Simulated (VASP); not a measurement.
# NaH (P4mm) in VASP: a series of runs

The runs below take NaH through single point, with r2SCAN.

All numbers are computed with VASP 6.6.1; they aren't measurements. Logs are shortened: lines on timing, memory, paths and dates and some standing lists are left out, and cuts for length are marked.

**1. The cell of the first run**

Symmetry: P4mm, No. 99, tetragonal system. The conventional cell has a = 2.955 Å, b = 2.955 Å, c = 2.955 Å, α = 90.00°, β = 90.00°, γ = 90.00°. Na (site symmetry 4mm) has 8 H at 2.50 to 2.62 Å and 6 Na at 2.96 Å within 3.3 Å. H (site symmetry 4mm) has 8 Na at 2.50 to 2.62 Å and 6 H at 2.96 Å within 3.3 Å.

**2. Single point, r2SCAN (all Na atoms moved -0.100 Å, as atom 1 along Cartesian [0 1 0])**

Contents of POSCAR:

```
NaH
1.0
    2.9551240000      0.0000000000      0.0000000000
    0.0000000000      2.9551240000      0.0000000000
    0.0000000000      0.0000000000      2.9551240000
Na H
1 1
Direct
    0.0000000000     -0.0338395275      0.0000000000
    0.5000000000      0.5000000000      0.5000000000
```

Contents of INCAR.step1:

```
PREC = Accurate
ENCUT = 520
ISMEAR = 0
SIGMA = 0.05
LREAL = False
LASPH = True
NELM = 100
NBANDS = 11
GGA = PE
ALGO = Normal
EDIFF = 1E-4
LWAVE = True
LCHARG = False
```

Contents of INCAR.step2:

```
PREC = Accurate
ENCUT = 520
EDIFF = 1E-7
ISMEAR = 0
SIGMA = 0.05
LREAL = False
LASPH = True
NELM = 100
ALGO = Normal
ISIF = 2
LWAVE = False
LCHARG = False
METAGGA = R2SCAN
LMIXTAU = True
NBANDS = 11
ISTART = 1
```

Contents of KPOINTS:

```
regular mesh
0
Gamma
  10 10 10
```

Potentials or basis: VASP PAW PBE potentials, release 64 (Na_pv, H).

Started as:

```console
> cat potpaw_PBE.64/Na_pv/POTCAR potpaw_PBE.64/H/POTCAR > POTCAR
> cp INCAR.step1 INCAR
> mpirun -np 1 vasp_std > vasp.out
> cp INCAR.step2 INCAR
> mpirun -np 1 vasp_std > vasp.out
```

OUTCAR:

```text
PREC = Accurate
   ENCUT = 520
   EDIFF = 1E-7
   ISMEAR = 0
   LREAL = False
   LASPH = True
   NELM = 100
   ISIF = 2
   METAGGA = R2SCAN
   ISTART = 1

 ion  position               nearest neighbor table
   1  0.000  0.966  0.000-
   2  0.500  0.500  0.500-

  LATTYP: Found a simple cubic cell.
 ALAT       =     2.9551240000

  Lattice vectors:

 A1 = (   2.9551240000,   0.0000000000,   0.0000000000)
 A2 = (   0.0000000000,   2.9551240000,   0.0000000000)
 A3 = (   0.0000000000,   0.0000000000,   2.9551240000)

Analysis of symmetry for initial positions (statically):
=====================================================================
 Subroutine PRICEL returns:
 Original cell was already a primitive cell.

 Routine SETGRP: Setting up the symmetry group for a
 simple cubic supercell.

 Subroutine GETGRP returns: Found  8 space group operations
 (whereof  8 operations were pure point group operations)
 out of a pool of 48 trial point group operations.

The static configuration has the point symmetry C_4v.

Analysis of symmetry for dynamics (positions and initial velocities):
=====================================================================
 Subroutine PRICEL returns:
 Original cell was already a primitive cell.

 Routine SETGRP: Setting up the symmetry group for a
 simple cubic supercell.

 Subroutine GETGRP returns: Found  8 space group operations
 (whereof  8 operations were pure point group operations)
 out of a pool of 48 trial point group operations.

The dynamic configuration has the point symmetry C_4v.

 Subroutine INISYM returns: Found  8 space group operations
 (whereof  8 operations are pure point group operations),
 and found     1 'primitive' translations

----------------------------------------------------------------------------------------

                                     Primitive cell

  volume of cell :      25.8064

  direct lattice vectors                    reciprocal lattice vectors
     2.955124000  0.000000000  0.000000000     0.338395275  0.000000000  0.000000000
     0.000000000  2.955124000  0.000000000     0.000000000  0.338395275  0.000000000
     0.000000000  0.000000000  2.955124000     0.000000000  0.000000000  0.338395275

  length of vectors
     2.955124000  2.955124000  2.955124000     0.338395275  0.338395275  0.338395275

[... 79 lines left out ...]
   NELM   =    100;   NELMIN=  2; NELMDL=  0     # of ELM steps
   EDIFF  = 0.1E-06   stopping-criterion for ELM
   LREAL  =      F    real-space projection
   EDIFFG = 0.1E-05   stopping-criterion for IOM
   NSW    =      0    number of steps for IOM
   IBRION =     -1    ionic relax: 0-MD 1-quasi-New 2-CG
   NFREE  =      0    steps in history (QN), initial steepest desc. (CG)
   ISIF   =      2    stress and relaxation
   ISYM   =      2    0-nonsym 1-usesym 2-fastsym
   POTIM  = 0.5000    time-step for ionic-motion
   TEBEG  =    0.0;   TEEND  =   0.0 temperature during run
   PSTRESS=    0.0 pullay stress
   NELECT =       8.0000    total number of electrons
   NUPDOWN=      -1.0000    fix difference up-down
   EMIN   =  10.00;   EMAX   =-10.00  energy-range for DOS
   EFERMI =   0.00;   METHOD = LEGACY
   ISMEAR =     0;   SIGMA  =   0.05  broadening in eV -4-tet -1-fermi 0-gaus
   EFERMI_NEDOS =   21; number of points for ismear=-14 and -15
   IALGO  =     38    algorithm
   IMIX   =      4    mixing-type and parameters
     AMIX     =   0.40;   BMIX     =  1.00
     AMIX_MAG =   1.60;   BMIX_MAG =  1.00
  volume/ion in A,a.u.               =      12.90        87.08
  Fermi-wavevector in a.u.,A,eV,Ry     =   1.107973  2.093765 16.702564  1.227604
  Thomas-Fermi vector in A             =   2.244494
   LORBIT       =      0    0 simple, 1 ext, 2 COOP (PROOUT), +10 PAW based schemes
   METAGGA = R2SCAN    functional components
   LHFCALC =     F    Hartree Fock is set to
   AEXX    =    0.0000 exact exchange contribution
   IVDW    =     0    specifies the selected vdW correction
   LEPSILON=     F    determine dielectric tensor
   LRPA    =     F    only Hartree local field effects (RPA)
 non-spin polarized calculation
 Gauss-broadening in eV      SIGMA  =   0.05
  energy-cutoff  :      520.00
  volume of cell :       25.81
 maximum number of plane-waves:       739
 NGX is ok and might be reduce to    24
   NGX = 11   NGY = 11   NGZ = 11

 number of electron       8.0000001 magnetization

 Free energy of the ion-electron system (eV)
  ---------------------------------------------------
  ext. energy  EPLUGINS =         0.00000000
  ---------------------------------------------------
  free energy    TOTEN  =        -7.28944547 eV

  energy without entropy =       -7.28944547  energy(sigma->0) =       -7.28944547

 E-fermi :   1.3134     XC(G=0):  -8.5601

 val. band max:        1.0464354129   @ k =   0.5000   0.5000   0.5000
 cond. band min:       2.6536580821   @ k =   0.0000   0.5000   0.0000
 fundamental gap:      1.6072226692
 Fermi energy:         1.3134261625

 k-point     1 :       0.0000    0.0000    0.0000
  band No.  band energies     occupation
      1     -24.4181      2.00000
      2     -24.4164      2.00000
      3     -24.4164      2.00000
      4      -4.9002      2.00000
      5      10.6912      0.00000
      6      12.6077      0.00000
      7      12.6427      0.00000
      8      14.3453      0.00000
      9      14.3453      0.00000
     10      14.4661      0.00000
     11      27.5696      0.00000
[... 309 lines left out ...]
 k-point    24 :       0.0000    0.5000    0.1000
  band No.  band energies     occupation
      1     -24.5815      2.00000
      2     -24.4164      2.00000
      3     -24.4004      2.00000
      4      -2.3173      2.00000
      5       2.8342      0.00000
      6      11.9475      0.00000
      7      15.1226      0.00000
      8      15.7519      0.00000
      9      16.3323      0.00000
     10      20.1381      0.00000
     11      20.2532      0.00000

 [... further k-points ...]
[... 5 lines left out ...]
  --------------------------------------------------------------------------------------
  -------------------------------------------------------------------------------------
  Total       -0.1227367     -0.0992662     -0.1227367     -0.0000000      0.0000000     -0.0000000
  in kB       -7.6200539     -6.1628968     -7.6200539     -0.0000000      0.0000000     -0.0000000
  external PRESSURE =      -7.1343348 kB  Pullay stress =       0.0000000 kB

 VOLUME and BASIS-vectors are now :
 -----------------------------------------------------------------------------
  energy-cutoff  :      520.00
  volume of cell :       25.81
      direct lattice vectors                 reciprocal lattice vectors
     2.955124000  0.000000000  0.000000000     0.338395275  0.000000000  0.000000000
     0.000000000  2.955124000  0.000000000     0.000000000  0.338395275  0.000000000
     0.000000000  0.000000000  2.955124000     0.000000000  0.000000000  0.338395275

 POSITION                                       TOTAL-FORCE (eV/Angst)
 -----------------------------------------------------------------------------------
      0.00000      2.85512      0.00000        -0.000000      0.034495      0.000000
      1.47756      1.47756      1.47756         0.000000     -0.034495     -0.000000
 -----------------------------------------------------------------------------------
    total drift:                                0.000000     -0.024926     -0.000003

  FREE ENERGIE OF THE ION-ELECTRON SYSTEM (eV)
  ---------------------------------------------------
  free  energy   TOTEN  =        -7.2894454723 eV

  energy  without entropy=       -7.2894454723  energy(sigma->0) =       -7.28944547
```

OUTCAR.step1:

```text
PREC = Accurate
   ENCUT = 520
   ISMEAR = 0
   LREAL = False
   LASPH = True
[... 558 lines left out ...]
      0.00000      2.85512      0.00000        -0.000000      0.041671      0.000000
      1.47756      1.47756      1.47756         0.000000     -0.041671     -0.000000
 -----------------------------------------------------------------------------------
    total drift:                                0.000000     -0.001092     -0.000004

  FREE ENERGIE OF THE ION-ELECTRON SYSTEM (eV)
  ---------------------------------------------------
  free  energy   TOTEN  =        -4.7703468924 eV

  energy  without entropy=       -4.7703468924  energy(sigma->0) =       -4.77034689
```

OSZICAR.step1:

```text
N       E                     dE             d eps       ncg     rms          rms(c)
DAV:   1     0.316429897849E+02    0.31643E+02   -0.42223E+03  2797   0.869E+02
DAV:   2    -0.405877626005E+01   -0.35702E+02   -0.34885E+02  2894   0.186E+02
DAV:   3    -0.522819924096E+01   -0.11694E+01   -0.11678E+01  3293   0.313E+01
DAV:   4    -0.523545304564E+01   -0.72538E-02   -0.72529E-02  3153   0.244E+00
DAV:   5    -0.523551011271E+01   -0.57067E-04   -0.57066E-04  3197   0.226E-01    0.311E+00
DAV:   6    -0.487942311338E+01    0.35609E+00   -0.35033E-01  3152   0.319E+00    0.147E+00
DAV:   7    -0.476793101316E+01    0.11149E+00   -0.38337E-01  3078   0.249E+00    0.380E-01
DAV:   8    -0.477064709933E+01   -0.27161E-02   -0.91136E-03  3072   0.108E+00    0.759E-02
DAV:   9    -0.477036843392E+01    0.27867E-03   -0.18059E-03  3195   0.430E-01    0.285E-02
DAV:  10    -0.477034689244E+01    0.21541E-04   -0.10266E-04  2095   0.578E-02
   1 F= -.47703469E+01 E0= -.47703469E+01  d E =-.200528E-20
```

It took 29 s on 1 thread of Intel Xeon 6975P-C (Granite Rapids), shared host; peak memory 0.16 GiB.

What came out:

```yaml
Free_energy: -7.2894 eV
Pressure: -0.7 GPa
Largest_force: 0.034 eV/Å
Band_gap_on_the_k_mesh: 1.61 eV, indirect (least direct gap 5.09 eV)
```

Forces on the atoms (eV/Å):
```
Na   0.000  0.034  0.000
H    0.000 -0.034  0.000
```

Stress tensor (GPa, compression positive):
```
-0.76  0.00  0.00
 0.00 -0.62  0.00
 0.00  0.00 -0.76
```

Levels at points of the mesh, in eV from the valence-band top:
| k point | band 1 | band 2 | band 3 | band 4 | band 5 | band 6 | band 7 | band 8 | band 9 |
| --- | --- | --- | --- | --- | --- | --- | --- | --- | --- |
| (0.00, 0.00, 0.00) | -25.46 | -25.46 | -25.46 | -5.95 | 9.64 | 11.56 | 11.60 | 13.30 | 13.30 |
| (0.50, 0.00, 0.00) | -25.63 | -25.45 | -25.45 | -3.48 | 1.62 | 11.92 | 14.79 | 15.10 | 15.17 |
| (0.00, 0.50, 0.00) | -25.63 | -25.45 | -25.45 | -3.48 | 1.61 | 11.98 | 14.79 | 15.11 | 15.11 |
| (0.50, 0.50, 0.00) | -25.60 | -25.60 | -25.43 | -1.80 | 4.82 | 4.83 | 7.75 | 15.69 | 19.27 |
| (0.50, 0.00, 0.50) | -25.60 | -25.60 | -25.44 | -1.81 | 4.83 | 4.83 | 7.76 | 15.69 | 19.42 |
| (0.50, 0.50, 0.50) | -25.58 | -25.58 | -25.58 | 0.00 | 7.30 | 7.30 | 7.31 | 10.10 | 10.10 |

Caveat: the cell differs from its parent crystal (all Na atoms moved -0.100 Å, as atom 1 along Cartesian [0 1 0]); the PAW data sets were made with another functional, which shifts forces and pressure a little.

**3. Single point, r2SCAN (all Na atoms moved -0.050 Å, as atom 1 along Cartesian [0 1 0])**

Changes to POSCAR since step 2:

```diff
@@ -8,3 +8,3 @@
 Direct
-    0.0000000000     -0.0338395275      0.0000000000
+    0.0000000000     -0.0169197638      0.0000000000
     0.5000000000      0.5000000000      0.5000000000
```

Contents of INCAR.step1:

```
SYSTEM = NaH
PREC     = Accurate       ! precision mode
ENCUT    = 520            ! plane-wave cutoff, eV
ISMEAR   = 0              ! smearing method
SIGMA    = 0.05           ! smearing width, eV
LREAL    = .False.        ! projectors in reciprocal space
LASPH    = .True.         ! aspherical terms in the spheres
NELM     = 100            ! most SCF steps
NBANDS   = 11             ! bands
GGA      = PE             ! functional
ALGO     = Normal         ! electronic algorithm
EDIFF    = 1E-4           ! SCF threshold, eV
LWAVE    = .True.         ! write WAVECAR
LCHARG   = .False.        ! write CHGCAR
```

Contents of INCAR.step2:

```
SYSTEM = NaH
PREC     = Accurate       ! precision mode
ENCUT    = 520            ! plane-wave cutoff, eV
EDIFF    = 1E-6           ! SCF threshold, eV
ISMEAR   = 0              ! smearing method
SIGMA    = 0.05           ! smearing width, eV
LREAL    = .False.        ! projectors in reciprocal space
LASPH    = .True.         ! aspherical terms in the spheres
NELM     = 100            ! most SCF steps
ALGO     = Normal         ! electronic algorithm
ISIF     = 2              ! what is computed and relaxed
LWAVE    = .False.        ! write WAVECAR
LCHARG   = .False.        ! write CHGCAR
METAGGA  = R2SCAN         ! meta-GGA
LMIXTAU  = .True.       
NBANDS   = 11             ! bands
ISTART   = 1
```

Contents of KPOINTS:

```
Automatic mesh
0
Gamma
  10 10 10
  0 0 0
```

Potentials or basis: VASP PAW PBE potentials, release 64 (Na_pv, H).

Started as:

```console
> cat potpaw_PBE.64/Na_pv/POTCAR potpaw_PBE.64/H/POTCAR > POTCAR
> cp INCAR.step1 INCAR
> mpirun -np 1 vasp_std > vasp.out
> cp INCAR.step2 INCAR
> mpirun -np 1 vasp_std > vasp.out
```

OUTCAR:

```text
SYSTEM = NaH
   PREC = Accurate
   ENCUT = 520
   EDIFF = 1E-6
   ISMEAR = 0
   LREAL = .False.
   LASPH = .True.
   NELM = 100
   ISIF = 2
   METAGGA = R2SCAN
   ISTART = 1

 ion  position               nearest neighbor table
   1  0.000  0.983  0.000-
   2  0.500  0.500  0.500-

  LATTYP: Found a simple cubic cell.
 ALAT       =     2.9551240000

  Lattice vectors:

 A1 = (   2.9551240000,   0.0000000000,   0.0000000000)
 A2 = (   0.0000000000,   2.9551240000,   0.0000000000)
 A3 = (   0.0000000000,   0.0000000000,   2.9551240000)

Analysis of symmetry for initial positions (statically):
=====================================================================
 Subroutine PRICEL returns:
 Original cell was already a primitive cell.

 Routine SETGRP: Setting up the symmetry group for a
 simple cubic supercell.

 Subroutine GETGRP returns: Found  8 space group operations
 (whereof  8 operations were pure point group operations)
 out of a pool of 48 trial point group operations.

The static configuration has the point symmetry C_4v.

Analysis of symmetry for dynamics (positions and initial velocities):
[... 163 lines left out ...]
 cond. band min:       2.6605373747   @ k =   0.0000   0.5000   0.0000
 fundamental gap:      1.6055881259
 Fermi energy:         1.3174321063

 k-point     1 :       0.0000    0.0000    0.0000
  band No.  band energies     occupation
      1     -24.4210      2.00000
      2     -24.4208      2.00000
      3     -24.4208      2.00000
      4      -4.9004      2.00000
      5      10.7297      0.00000
      6      12.6336      0.00000
      7      12.6439      0.00000
      8      14.3448      0.00000
      9      14.3448      0.00000
     10      14.3762      0.00000
     11      27.5806      0.00000
[... 309 lines left out ...]
 k-point    24 :       0.0000    0.5000    0.1000
  band No.  band energies     occupation
      1     -24.5844      2.00000
      2     -24.4208      2.00000
      3     -24.4048      2.00000
      4      -2.3175      2.00000
      5       2.8414      0.00000
      6      11.9315      0.00000
      7      15.1292      0.00000
      8      15.7414      0.00000
      9      16.3270      0.00000
     10      20.1549      0.00000
     11      20.2658      0.00000

 [... further k-points ...]
[... 5 lines left out ...]
  --------------------------------------------------------------------------------------
  -------------------------------------------------------------------------------------
  Total       -0.1379833     -0.1245527     -0.1379833     -0.0000000      0.0000000      0.0000000
  in kB       -8.5666268     -7.7327991     -8.5666268     -0.0000000      0.0000000      0.0000000
  external PRESSURE =      -8.2886842 kB  Pullay stress =       0.0000000 kB

 VOLUME and BASIS-vectors are now :
 -----------------------------------------------------------------------------
  energy-cutoff  :      520.00
  volume of cell :       25.81
      direct lattice vectors                 reciprocal lattice vectors
     2.955124000  0.000000000  0.000000000     0.338395275  0.000000000  0.000000000
     0.000000000  2.955124000  0.000000000     0.000000000  0.338395275  0.000000000
     0.000000000  0.000000000  2.955124000     0.000000000  0.000000000  0.338395275

 POSITION                                       TOTAL-FORCE (eV/Angst)
 -----------------------------------------------------------------------------------
      0.00000      2.90512      0.00000        -0.000000      0.015248     -0.000000
      1.47756      1.47756      1.47756         0.000000     -0.015248      0.000000
 -----------------------------------------------------------------------------------
    total drift:                                0.000000     -0.015624     -0.000004

  FREE ENERGIE OF THE ION-ELECTRON SYSTEM (eV)
  ---------------------------------------------------
  free  energy   TOTEN  =        -7.2914502501 eV

  energy  without entropy=       -7.2914502501  energy(sigma->0) =       -7.29145025
```

OUTCAR.step1:

```text
SYSTEM = NaH
   PREC = Accurate
   ENCUT = 520
   ISMEAR = 0
   LREAL = .False.
   LASPH = .True.
[... 558 lines left out ...]
      0.00000      2.90512      0.00000        -0.000000      0.020777      0.000000
      1.47756      1.47756      1.47756         0.000000     -0.020777     -0.000000
 -----------------------------------------------------------------------------------
    total drift:                                0.000000     -0.000690     -0.000005

  FREE ENERGIE OF THE ION-ELECTRON SYSTEM (eV)
  ---------------------------------------------------
  free  energy   TOTEN  =        -4.7719311591 eV

  energy  without entropy=       -4.7719311591  energy(sigma->0) =       -4.77193116
```

OSZICAR.step1:

```text
N       E                     dE             d eps       ncg     rms          rms(c)
DAV:   1     0.344122892563E+02    0.34412E+02   -0.45130E+03  2778   0.838E+02
DAV:   2    -0.397566666978E+01   -0.38388E+02   -0.37476E+02  2902   0.192E+02
DAV:   3    -0.522768333291E+01   -0.12520E+01   -0.12503E+01  3313   0.328E+01
DAV:   4    -0.523562754414E+01   -0.79442E-02   -0.79434E-02  3129   0.258E+00
DAV:   5    -0.523569071143E+01   -0.63167E-04   -0.63167E-04  3179   0.239E-01    0.311E+00
DAV:   6    -0.488074090918E+01    0.35495E+00   -0.34970E-01  3150   0.319E+00    0.146E+00
DAV:   7    -0.476953170438E+01    0.11121E+00   -0.38132E-01  3060   0.248E+00    0.379E-01
DAV:   8    -0.477222097208E+01   -0.26893E-02   -0.92236E-03  3042   0.108E+00    0.749E-02
DAV:   9    -0.477195253198E+01    0.26844E-03   -0.17655E-03  3197   0.426E-01    0.281E-02
DAV:  10    -0.477193115910E+01    0.21373E-04   -0.10078E-04  1996   0.575E-02
   1 F= -.47719312E+01 E0= -.47719312E+01  d E =-.570139E-20
```

Wall time 28 s (1 thread of Intel Xeon 6975P-C (Granite Rapids), shared host); peak memory 0.16 GiB.

What came out:

```yaml
Free_energy: -7.2915 eV
Pressure: -0.8 GPa
Largest_force: 0.015 eV/Å
Band_gap_on_the_k_mesh: 1.61 eV, indirect (least direct gap 5.09 eV)
```

Forces on the atoms (eV/Å):
```
Na   0.000  0.015  0.000
H    0.000 -0.015  0.000
```

Caveat: the cell differs from its parent crystal (all Na atoms moved -0.050 Å, as atom 1 along Cartesian [0 1 0]); the PAW data sets were made with another functional, which shifts forces and pressure a little.
